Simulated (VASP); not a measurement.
# SnSe2 (P-3m1) in VASP: notebook

Runs on SnSe2. Level: PBEsol. Tasks: single point.

All numbers are computed with VASP 6.6.1; they aren't measurements. Logs are shortened: lines on timing, memory, paths and dates and some standing lists are left out, and cuts for length are marked.

## Step 1: The cell of the first run

It takes space group P-3m1 (No. 164, trigonal). Conventional cell: a = 3.527 Å, b = 3.527 Å, c = 5.143 Å, α = 90.00°, β = 90.00°, γ = 120.00°. Within 3.4 Å of Sn (site symmetry -3m) lie 6 Se at 2.58 Å. Within 3.4 Å of Se (site symmetry 3m) lie 3 Sn at 2.58 Å and 3 Se at 2.83 Å.

## Step 2: Single point, PBEsol

Contents of INCAR:

```
SYSTEM = SnSe2
PREC     = Accurate       ! precision mode
ENCUT    = 520            ! plane-wave cutoff, eV
EDIFF    = 1E-6           ! SCF threshold, eV
ISMEAR   = 0              ! smearing method
SIGMA    = 0.01           ! smearing width, eV
LREAL    = .False.        ! projectors in reciprocal space
LASPH    = .True.         ! aspherical terms in the spheres
NELM     = 60             ! most SCF steps
ALGO     = Normal         ! electronic algorithm
ISIF     = 2              ! what is computed and relaxed
LWAVE    = .False.        ! write WAVECAR
LCHARG   = .False.        ! write CHGCAR
GGA      = PS             ! functional
NBANDS   = 20             ! bands
```

Contents of KPOINTS:

```
regular mesh
0
Gamma
  7 7 4
  0 0 0
```

Contents of POSCAR:

```
SnSe2
1.0
    3.5267314213      0.0000000000      0.0000000000
   -1.7633657106      3.0542390031      0.0000000000
    0.0000000000      0.0000000000      5.1428545082
Sn Se
1 2
Direct
    0.0000000000      0.0000000000      0.0000000000
    0.3333333333      0.6666666667      0.3086099948
    0.6666666667      0.3333333333      0.6913900052
```

Potentials or basis: VASP PAW PBE potentials, release 64 (Sn_d, Se).

The run is started by

```bash
cat potpaw_PBE.64/Sn_d/POTCAR potpaw_PBE.64/Se/POTCAR > POTCAR
mpirun -np 1 vasp_std > vasp.out
```

OUTCAR:

```text
SYSTEM = SnSe2
   PREC = Accurate
   ENCUT = 520
   EDIFF = 1E-6
   ISMEAR = 0
   LREAL = .False.
   LASPH = .True.
   NELM = 60
   ISIF = 2
   GGA = PS

 ion  position               nearest neighbor table
   1  0.000  0.000  0.000-   2 2.58   3 2.58   2 2.58   3 2.58   3 2.58   2 2.58
   2  0.333  0.667  0.309-   1 2.58   1 2.58   1 2.58
   3  0.667  0.333  0.691-   1 2.58   1 2.58   1 2.58

  LATTYP: Found a hexagonal cell.
 ALAT       =     3.5267314213
 C/A-ratio  =     1.4582495500

  Lattice vectors:

 A1 = (   3.5267314213,   0.0000000000,   0.0000000000)
 A2 = (  -1.7633657106,   3.0542390031,   0.0000000000)
 A3 = (   0.0000000000,   0.0000000000,   5.1428545082)

Analysis of symmetry for initial positions (statically):
=====================================================================
 Subroutine PRICEL returns:
 Original cell was already a primitive cell.

 Routine SETGRP: Setting up the symmetry group for a
 hexagonal supercell.

 Subroutine GETGRP returns: Found 12 space group operations
 (whereof 12 operations were pure point group operations)
 out of a pool of 24 trial point group operations.

The static configuration has the point symmetry D_3d.

Analysis of symmetry for dynamics (positions and initial velocities):
=====================================================================
 Subroutine PRICEL returns:
 Original cell was already a primitive cell.

 Routine SETGRP: Setting up the symmetry group for a
 hexagonal supercell.

 Subroutine GETGRP returns: Found 12 space group operations
 (whereof 12 operations were pure point group operations)
 out of a pool of 24 trial point group operations.

The dynamic configuration has the point symmetry D_3d.

 Subroutine INISYM returns: Found 12 space group operations
 (whereof 12 operations are pure point group operations),
 and found     1 'primitive' translations

----------------------------------------------------------------------------------------

                                     Primitive cell

  volume of cell :      55.3962

  direct lattice vectors                    reciprocal lattice vectors
     3.526731421  0.000000000  0.000000000     0.283548669  0.163706900  0.000000000
    -1.763365711  3.054239003  0.000000000     0.000000000  0.327413801  0.000000000
     0.000000000  0.000000000  5.142854508     0.000000000  0.000000000  0.194444544

  length of vectors
     3.526731421  3.526731421  5.142854508     0.327413801  0.327413801  0.194444544

  position of ions in fractional coordinates (direct lattice)
     0.000000000  0.000000000  0.000000000
[... 81 lines left out ...]
   LREAL  =      F    real-space projection
   EDIFFG = 0.1E-04   stopping-criterion for IOM
   NSW    =      0    number of steps for IOM
   IBRION =     -1    ionic relax: 0-MD 1-quasi-New 2-CG
   NFREE  =      0    steps in history (QN), initial steepest desc. (CG)
   ISIF   =      2    stress and relaxation
   ISYM   =      2    0-nonsym 1-usesym 2-fastsym
   POTIM  = 0.5000    time-step for ionic-motion
   TEBEG  =    0.0;   TEEND  =   0.0 temperature during run
   PSTRESS=    0.0 pullay stress
   NELECT =      26.0000    total number of electrons
   NUPDOWN=      -1.0000    fix difference up-down
   EMIN   =  10.00;   EMAX   =-10.00  energy-range for DOS
   EFERMI =   0.00;   METHOD = LEGACY
   ISMEAR =     0;   SIGMA  =   0.01  broadening in eV -4-tet -1-fermi 0-gaus
   EFERMI_NEDOS =   21; number of points for ismear=-14 and -15
   IALGO  =     38    algorithm
   IMIX   =      4    mixing-type and parameters
     AMIX     =   0.40;   BMIX     =  1.00
     AMIX_MAG =   1.60;   BMIX_MAG =  1.00
  volume/ion in A,a.u.               =      18.47       124.61
  Fermi-wavevector in a.u.,A,eV,Ry     =   1.272251  2.404205 22.022691  1.618622
  Thomas-Fermi vector in A             =   2.405139
   LORBIT       =      0    0 simple, 1 ext, 2 COOP (PROOUT), +10 PAW based schemes
   GGA     = PS    functional components
   LHFCALC =     F    Hartree Fock is set to
   AEXX    =    0.0000 exact exchange contribution
   IVDW    =     0    specifies the selected vdW correction
   LEPSILON=     F    determine dielectric tensor
   LRPA    =     F    only Hartree local field effects (RPA)
 non-spin polarized calculation
 Gauss-broadening in eV      SIGMA  =   0.01
  energy-cutoff  :      520.00
  volume of cell :       55.40
 maximum number of plane-waves:      1517
 NGX is ok and might be reduce to    28
   NGX = 13   NGY = 13   NGZ = 19

 number of electron      25.9999999 magnetization

 Free energy of the ion-electron system (eV)
  ---------------------------------------------------
  ext. energy  EPLUGINS =         0.00000000
  ---------------------------------------------------
  free energy    TOTEN  =       -11.65348031 eV

  energy without entropy =      -11.65348031  energy(sigma->0) =      -11.65348031

 E-fermi :   9.0279     XC(G=0): -11.4089

 val. band max:        8.8804412336   @ k =   0.0000   0.0000   0.0000
 cond. band min:       9.3022249966   @ k =   0.0000   0.4286   0.2500
 fundamental gap:      0.4217837629
 Fermi energy:         9.0278506004

 k-point     1 :       0.0000    0.0000    0.0000
  band No.  band energies     occupation
      1     -13.0368      2.00000
      2     -13.0368      2.00000
      3     -12.9791      2.00000
      4     -12.9370      2.00000
      5     -12.9370      2.00000
      6      -7.8779      2.00000
[... 541 lines left out ...]
     19      17.6006      0.00000
     20      20.0618      0.00000

 [... further k-points ...]

------------------------ aborting loop because EDIFF is reached ----------------------------------------

  FORCE on cell =-STRESS in cart. coord.  units (eV):
  Direction    XX          YY          ZZ          XY          YZ          ZX
  --------------------------------------------------------------------------------------
  -------------------------------------------------------------------------------------
  Total       10.4870226     10.4870226     10.5187713      0.0000000      0.0000000      0.0000000
  in kB      303.3074955    303.3074955    304.2257366      0.0000000      0.0000000      0.0000000
  external PRESSURE =     303.6135759 kB  Pullay stress =       0.0000000 kB

 VOLUME and BASIS-vectors are now :
 -----------------------------------------------------------------------------
  energy-cutoff  :      520.00
  volume of cell :       55.40
      direct lattice vectors                 reciprocal lattice vectors
     3.526731421  0.000000000  0.000000000     0.283548669  0.163706900  0.000000000
    -1.763365711  3.054239003  0.000000000     0.000000000  0.327413801  0.000000000
     0.000000000  0.000000000  5.142854508     0.000000000  0.000000000  0.194444544

 POSITION                                       TOTAL-FORCE (eV/Angst)
 -----------------------------------------------------------------------------------
      0.00000      0.00000      0.00000         0.000000      0.000000      0.000000
     -0.00000      2.03616      1.58714        -0.000000      0.000000      0.030506
      1.76337      1.01808      3.55572         0.000000     -0.000000     -0.030506
 -----------------------------------------------------------------------------------
    total drift:                               -0.000000      0.000000     -0.000000

  FREE ENERGIE OF THE ION-ELECTRON SYSTEM (eV)
  ---------------------------------------------------
  free  energy   TOTEN  =       -11.6534803071 eV

  energy  without entropy=      -11.6534803071  energy(sigma->0) =      -11.65348031
```

Wall time 17 s (1 thread of Intel Xeon 6975P-C (Granite Rapids), shared host); peak memory 0.19 GiB.

Results:

```
Free energy            : -11.6535 eV
Pressure               : 30.4 GPa
Largest force          : 0.031 eV/Å
Band gap on the k mesh : zero (band 13 reaches 9.39 eV, above the bottom of band 14 at 8.07 eV)
```

Forces on the atoms (eV/Å):
```
Sn   0.000  0.000  0.000
Se   0.000  0.000  0.031
Se   0.000  0.000 -0.031
```

Caveat: the PAW data sets were made with another functional, which shifts forces and pressure a little; spin-orbit coupling is left out, which moves the levels of the heavy elements.

## Step 3: Single point, PBEsol

This run uses another cell than the first one, of 19.64 Å³/atom, 1.063 times its volume.

Contents of INCAR:

```
ALGO = Normal
EDIFF = 1E-7
ENCUT = 520
GGA = PS
ISIF = 2
ISMEAR = 0
LASPH = True
LCHARG = False
LREAL = False
LWAVE = False
NBANDS = 20
NELM = 60
PREC = Accurate
SIGMA = 0.01
```

Contents of KPOINTS:

```
k-points
0
Gamma
  7 7 4
```

Contents of POSCAR:

```
SnSe2
1.0
    3.6170702720      0.0000000000      0.0000000000
   -1.8085351360      3.1324747428      0.0000000000
    0.0000000000      0.0000000000      5.1992825263
Sn Se
1 2
Direct
    0.0000000000      0.0000000000      0.0000000000
    0.3333333333      0.6666666667      0.3044589241
    0.6666666667      0.3333333333      0.6955410759
```

Potentials or basis: VASP PAW PBE potentials, release 64 (Sn_d, Se).

The run is started by

```bash
cat potpaw_PBE.64/Sn_d/POTCAR potpaw_PBE.64/Se/POTCAR > POTCAR
mpirun -np 1 vasp_std > vasp.out
```

Wall time 19 s (1 thread of Intel Xeon 6975P-C (Granite Rapids), shared host); peak memory 0.18 GiB.

The run converged. Its results:

| Quantity | Value |
| --- | --- |
| Free energy | -12.2030 eV |
| Pressure | 20.3 GPa |
| Largest force | 0.028 eV/Å |
| Band gap on the k mesh | zero (band 13 reaches 8.37 eV, above the bottom of band 14 at 7.38 eV) |

Forces on the atoms (eV/Å):
```
Sn   0.000  0.000  0.000
Se   0.000  0.000  0.028
Se   0.000  0.000 -0.028
```

Levels at points of the mesh, in eV from the Fermi level:
```csv
k point,band 11,band 12,band 13,band 14,band 15,band 16
"(0.00, 0.00, 0.00)",-1.14,-1.14,-0.12,1.09,2.93,4.70
"(0.00, 0.00, 0.50)",-1.90,-0.52,-0.52,2.62,3.46,3.46
```

Caveat: the PAW data sets were made with another functional, which shifts forces and pressure a little; spin-orbit coupling is left out, which moves the levels of the heavy elements.

## Step 4: Single point, PBEsol

This run uses another cell than the first one, of 21.31 Å³/atom, 1.154 times its volume.

Contents of INCAR:

```
SYSTEM = SnSe2
  ALGO = Normal
  EDIFF = 1E-6
  ENCUT = 520
  GGA = PS
  ISIF = 2
  ISMEAR = 0
  LASPH = .True.
  LCHARG = .False.
  LREAL = .False.
  LWAVE = .False.
  NBANDS = 20
  NELM = 80
  PREC = Accurate
  SIGMA = 0.01
```

Contents of KPOINTS:

```
k-points
0
Gamma
  7 7 4
  0 0 0
```

Contents of POSCAR:

```
SnSe2
1.0
    3.7216847343      0.0000000000      0.0000000000
   -1.8608423672      3.2230735248      0.0000000000
    0.0000000000      0.0000000000      5.3288138146
Sn Se
1 2
Direct
    0.0000000000      0.0000000000      0.0000000000
    0.3333333333      0.6666666667      0.2972669931
    0.6666666667      0.3333333333      0.7027330069
```

The run is started by

```bash
cat potpaw_PBE.64/Sn_d/POTCAR potpaw_PBE.64/Se/POTCAR > POTCAR
mpirun -np 1 vasp_std > vasp.out
```

It took 15 s on 1 thread of Intel Xeon 6975P-C (Granite Rapids), shared host; peak memory 0.18 GiB.

It converged, with:

- Free energy: -12.6672 eV
- Pressure: 10.2 GPa
- Largest force: 0.028 eV/Å
- Band gap on the k mesh: zero (band 13 reaches 7.08 eV, above the bottom of band 14 at 6.54 eV)

Forces on the atoms (eV/Å):
```
Sn   0.000  0.000  0.000
Se   0.000  0.000  0.028
Se   0.000  0.000 -0.028
```

Levels at points of the mesh, in eV from the Fermi level:
```
           k point  band 11  band 12  band 13  band 14  band 15  band 16
(0.00, 0.00, 0.00)    -1.12    -1.12    -0.12     0.66     2.79     4.48
(0.00, 0.00, 0.50)    -1.70    -0.56    -0.56     2.45     3.02     3.43
```

Caveat: the PAW data sets were made with another functional, which shifts forces and pressure a little; spin-orbit coupling is left out, which moves the levels of the heavy elements.

## Step 5: Summary

```tsv
cell	gap on the mesh (eV)	pressure (GPa)	largest force (eV/Å)
a = 3.527, b = 3.527, c = 5.143 Å, angles 90.0, 90.0, 120.0°, 3 atoms	none	30.4	0.03
a = 3.617, b = 3.617, c = 5.199 Å, angles 90.0, 90.0, 120.0°, 3 atoms	none	20.3	0.03
a = 3.722, b = 3.722, c = 5.329 Å, angles 90.0, 90.0, 120.0°, 3 atoms	none	10.2	0.03
```

Alike in all rows: task single point; level PBEsol; potentials or basis VASP PAW PBE potentials, release 64 (Sn_d, Se); no spin polarisation; k mesh 7 × 7 × 4; cutoff (eV) 520; smearing gaussian 0.01 eV.

Caveats: the PAW data sets were made with another functional, which shifts forces and pressure a little; spin-orbit coupling is left out, which moves the levels of the heavy elements.

Absolute energies hang on the potentials; compare differences alone.
